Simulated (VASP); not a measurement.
# AlPt (P2_13) in VASP: a series of runs, part 2 of 2

VASP 6.6.1.

## (3) Single point, PBEsol (atoms displaced along a vibrational mode)

INCAR reads:

```
  PREC = Accurate
  ENCUT = 520
  EDIFF = 1E-7
  ISMEAR = 0
  SIGMA = 0.15
  LREAL = F
  LASPH = T
  NELM = 80
  ALGO = Fast
  ISIF = 2
  LWAVE = F
  LCHARG = F
  GGA = PS
  NBANDS = 36
```

KPOINTS reads:

```
regular mesh
0
Gamma
  8 8 8
```

POSCAR reads:

```
AlPt
1.0
    4.8685043982      0.0000000000      0.0000000000
    0.0000000000      4.8685043982      0.0000000000
    0.0000000000      0.0000000000      4.8685043982
Al Pt
4 4
Direct
    0.8450383256      0.8450383256      0.8450383256
    0.6549616744      0.1549616744      0.3450383256
    0.3450383256      0.6549616744      0.1549616744
    0.1549616744      0.3450383256      0.6549616744
    0.1361944866      0.1361944866      0.1361944866
    0.3638055134      0.8638055134      0.6361944866
    0.6361944866      0.3638055134      0.8638055134
    0.8638055134      0.6361944866      0.3638055134
```

Potentials or basis: VASP PAW PBE potentials, release 64 (Al, Pt).

Command:

```
$ cat potpaw_PBE.64/Al/POTCAR potpaw_PBE.64/Pt/POTCAR > POTCAR
$ mpirun -np 1 vasp_std > vasp.out
```

OUTCAR:

```text
PREC = Accurate
   ENCUT = 520
   EDIFF = 1E-7
   ISMEAR = 0
   LREAL = F
   LASPH = T
   NELM = 80
   ISIF = 2
   GGA = PS

 ion  position               nearest neighbor table
   1  0.845  0.845  0.845-   5 2.46   6 2.56   7 2.56   8 2.56   7 2.72   8 2.72   6 2.72   2 3.01
                             3 3.01   2 3.01   3 3.01   4 3.01   4 3.01
   2  0.655  0.155  0.345-   6 2.46   5 2.56   7 2.56   8 2.56   7 2.72   8 2.72   5 2.72   1 3.01
                             1 3.01   4 3.01   4 3.01   3 3.01   3 3.01
   3  0.345  0.655  0.155-   7 2.46   6 2.56   5 2.56   8 2.56   8 2.72   6 2.72   5 2.72   4 3.01
                             1 3.01   4 3.01   1 3.01   2 3.01   2 3.01
   4  0.155  0.345  0.655-   8 2.46   6 2.56   7 2.56   5 2.56   6 2.72   5 2.72   7 2.72   3 3.01
                             2 3.01   2 3.01   3 3.01   1 3.01   1 3.01
   5  0.136  0.136  0.136-   1 2.46   2 2.56   3 2.56   4 2.56   3 2.72   4 2.72   2 2.72   7 2.99
                             7 2.99   8 2.99   6 2.99   8 2.99   6 2.99
   6  0.364  0.864  0.636-   2 2.46   1 2.56   3 2.56   4 2.56   3 2.72   4 2.72   1 2.72   8 2.99
                             8 2.99   7 2.99   7 2.99   5 2.99   5 2.99
   7  0.636  0.364  0.864-   3 2.46   2 2.56   1 2.56   4 2.56   4 2.72   2 2.72   1 2.72   5 2.99
                             5 2.99   8 2.99   8 2.99   6 2.99   6 2.99
   8  0.864  0.636  0.364-   4 2.46   2 2.56   3 2.56   1 2.56   2 2.72   1 2.72   3 2.72   6 2.99
                             6 2.99   7 2.99   5 2.99   7 2.99   5 2.99

  LATTYP: Found a simple cubic cell.
 ALAT       =     4.8685043982

  Lattice vectors:

 A1 = (   4.8685043982,   0.0000000000,   0.0000000000)
 A2 = (   0.0000000000,   4.8685043982,   0.0000000000)
 A3 = (   0.0000000000,   0.0000000000,   4.8685043982)

Analysis of symmetry for initial positions (statically):
=====================================================================
 Subroutine PRICEL returns:
 Original cell was already a primitive cell.

 Routine SETGRP: Setting up the symmetry group for a
 simple cubic supercell.

 Subroutine GETGRP returns: Found 12 space group operations
 (whereof  3 operations were pure point group operations)
 out of a pool of 48 trial point group operations.

The static configuration has the point symmetry C_3 .
 The point group associated with its full space group is T   .

Analysis of symmetry for dynamics (positions and initial velocities):
=====================================================================
 Subroutine PRICEL returns:
 Original cell was already a primitive cell.

 Routine SETGRP: Setting up the symmetry group for a
 simple cubic supercell.

 Subroutine GETGRP returns: Found 12 space group operations
 (whereof  3 operations were pure point group operations)
 out of a pool of 48 trial point group operations.

The dynamic configuration has the point symmetry C_3 .
 The point group associated with its full space group is T   .

 Subroutine INISYM returns: Found 12 space group operations
 (whereof  3 operations are pure point group operations),
 and found     1 'primitive' translations

----------------------------------------------------------------------------------------

                                     Primitive cell

  volume of cell :     115.3949

  direct lattice vectors                    reciprocal lattice vectors
[... 79 lines left out ...]
  0.375000  0.125000  0.125000     24.000000
 [... further k-points ...]
   k-points           NKPTS =     45   k-points in BZ     NKDIM =     45   number of bands    NBANDS=     36
   number of dos      NEDOS =    301   number of ions     NIONS =      8
   total plane-waves  NPLWV =  46656
   dimension x,y,z NGX =    36 NGY =   36 NGZ =   36
   dimension x,y,z NGXF=    72 NGYF=   72 NGZF=   72
   ions per type =               4   4
   NGX,Y,Z   is equivalent  to a cutoff of  12.29, 12.29, 12.29 a.u.
   NGXF,Y,Z  is equivalent  to a cutoff of  24.59, 24.59, 24.59 a.u.
 SYSTEM =  unknown system
   PREC   = accura    normal or accurate (medium, high low for compatibility)
   ISTART =      0    job   : 0-new  1-cont  2-samecut
   ICHARG =      2    charge: 1-file 2-atom 10-const
   ISPIN  =      1    spin polarized calculation?
   LNONCOLLINEAR =      F non collinear calculations
   LSORBIT =      F    spin-orbit coupling
   LASPH  =      T    aspherical Exc in radial PAW
   ENCUT  =  520.0 eV  38.22 Ry    6.18 a.u.   9.05  9.05  9.05*2*pi/ulx,y,z
   NELM   =     80;   NELMIN=  2; NELMDL= -5     # of ELM steps
   EDIFF  = 0.1E-06   stopping-criterion for ELM
   LREAL  =      F    real-space projection
   EDIFFG = 0.1E-05   stopping-criterion for IOM
   NSW    =      0    number of steps for IOM
   IBRION =     -1    ionic relax: 0-MD 1-quasi-New 2-CG
   NFREE  =      0    steps in history (QN), initial steepest desc. (CG)
   ISIF   =      2    stress and relaxation
   ISYM   =      2    0-nonsym 1-usesym 2-fastsym
   POTIM  = 0.5000    time-step for ionic-motion
   TEBEG  =    0.0;   TEEND  =   0.0 temperature during run
   PSTRESS=    0.0 pullay stress
   NELECT =      52.0000    total number of electrons
   NUPDOWN=      -1.0000    fix difference up-down
   EMIN   =  10.00;   EMAX   =-10.00  energy-range for DOS
   EFERMI =   0.00;   METHOD = LEGACY
   ISMEAR =     0;   SIGMA  =   0.15  broadening in eV -4-tet -1-fermi 0-gaus
   EFERMI_NEDOS =   21; number of points for ismear=-14 and -15
   IALGO  =     68    algorithm
   IMIX   =      4    mixing-type and parameters
     AMIX     =   0.40;   BMIX     =  1.00
     AMIX_MAG =   1.60;   BMIX_MAG =  1.00
  volume/ion in A,a.u.               =      14.42        97.34
  Fermi-wavevector in a.u.,A,eV,Ry     =   1.255106  2.371806 21.433134  1.575291
  Thomas-Fermi vector in A             =   2.388879
   LORBIT       =      0    0 simple, 1 ext, 2 COOP (PROOUT), +10 PAW based schemes
   GGA     = PS    functional components
   LHFCALC =     F    Hartree Fock is set to
   AEXX    =    0.0000 exact exchange contribution
   IVDW    =     0    specifies the selected vdW correction
   LEPSILON=     F    determine dielectric tensor
   LRPA    =     F    only Hartree local field effects (RPA)
 non-spin polarized calculation
 RMM-DIIS sequential band-by-band and
 Gauss-broadening in eV      SIGMA  =   0.15
  energy-cutoff  :      520.00
  volume of cell :      115.39
 maximum number of plane-waves:      3136
   NGX = 19   NGY = 19   NGZ = 19

 number of electron      51.9999997 magnetization

 Free energy of the ion-electron system (eV)
  ---------------------------------------------------
  ext. energy  EPLUGINS =         0.00000000
  ---------------------------------------------------
  free energy    TOTEN  =       -52.36910086 eV

  energy without entropy =      -52.35287288  energy(sigma->0) =      -52.36098687

 E-fermi :  10.6122     XC(G=0): -12.2926

 val. band max:       10.6052189257   @ k =   0.3750   0.3750   0.3750
 cond. band min:      10.6278107448   @ k =   0.5000   0.3750   0.3750
 fundamental gap:      0.0225918190
 Fermi energy:        10.6122280575

 k-point     1 :       0.0000    0.0000    0.0000
  band No.  band energies     occupation
      1      -0.7926      2.00000
      2       3.7029      2.00000
      3       3.7029      2.00000
      4       3.7029      2.00000
      5       4.8495      2.00000
      6       4.8495      2.00000
[... 925 lines left out ...]
     35      16.4129      0.00000
     36      17.0849      0.00000

 [... further k-points ...]

------------------------ aborting loop because EDIFF is reached ----------------------------------------

  FORCE on cell =-STRESS in cart. coord.  units (eV):
  Direction    XX          YY          ZZ          XY          YZ          ZX
  --------------------------------------------------------------------------------------
  -------------------------------------------------------------------------------------
  Total        1.5949883      1.5949883      1.5949883     -0.0000000     -0.0000000      0.0000000
  in kB       22.1452910     22.1452910     22.1452910     -0.0000000     -0.0000000      0.0000000
  external PRESSURE =      22.1452910 kB  Pullay stress =       0.0000000 kB

 VOLUME and BASIS-vectors are now :
 -----------------------------------------------------------------------------
  energy-cutoff  :      520.00
  volume of cell :      115.39
      direct lattice vectors                 reciprocal lattice vectors
     4.868504398  0.000000000  0.000000000     0.205401889  0.000000000  0.000000000
     0.000000000  4.868504398  0.000000000     0.000000000  0.205401889  0.000000000
     0.000000000  0.000000000  4.868504398     0.000000000  0.000000000  0.205401889

 POSITION                                       TOTAL-FORCE (eV/Angst)
 -----------------------------------------------------------------------------------
      4.11407      4.11407      4.11407        -0.141107     -0.141107     -0.141107
      3.18868      0.75443      1.67982         0.141107      0.141107     -0.141107
      1.67982      3.18868      0.75443        -0.141107      0.141107      0.141107
      0.75443      1.67982      3.18868         0.141107     -0.141107      0.141107
      0.66306      0.66306      0.66306         0.525766      0.525766      0.525766
      1.77119      4.20544      3.09732        -0.525766     -0.525766      0.525766
      3.09732      1.77119      4.20544         0.525766     -0.525766     -0.525766
      4.20544      3.09732      1.77119        -0.525766      0.525766     -0.525766
 -----------------------------------------------------------------------------------
    total drift:                                0.000000      0.000000     -0.000000

  FREE ENERGIE OF THE ION-ELECTRON SYSTEM (eV)
  ---------------------------------------------------
  free  energy   TOTEN  =       -52.3691008639 eV

  energy  without entropy=      -52.3528728807  energy(sigma->0) =      -52.36098687
```

Wall time 74 s (1 thread of Intel Xeon 6975P-C (Granite Rapids), shared host); peak memory 0.29 GiB.

What came out:

```yaml
Free_energy: -52.3691 eV
Pressure: 2.2 GPa
Largest_force: 0.911 eV/Å
Band_gap_on_the_k_mesh: zero (bands 26 and 27 overlap by 1.02 eV)
```

Forces on the atoms (eV/Å):
```
Al  -0.141 -0.141 -0.141
Al   0.141  0.141 -0.141
Al  -0.141  0.141  0.141
Al   0.141 -0.141  0.141
Pt   0.526  0.526  0.526
Pt  -0.526 -0.526  0.526
Pt   0.526 -0.526 -0.526
Pt  -0.526  0.526 -0.526
```

Caveat: the cell differs from its parent crystal (atoms displaced along a vibrational mode); the PAW data sets were made with another functional, which shifts forces and pressure a little; spin-orbit coupling is left out, which moves the levels of the heavy elements.
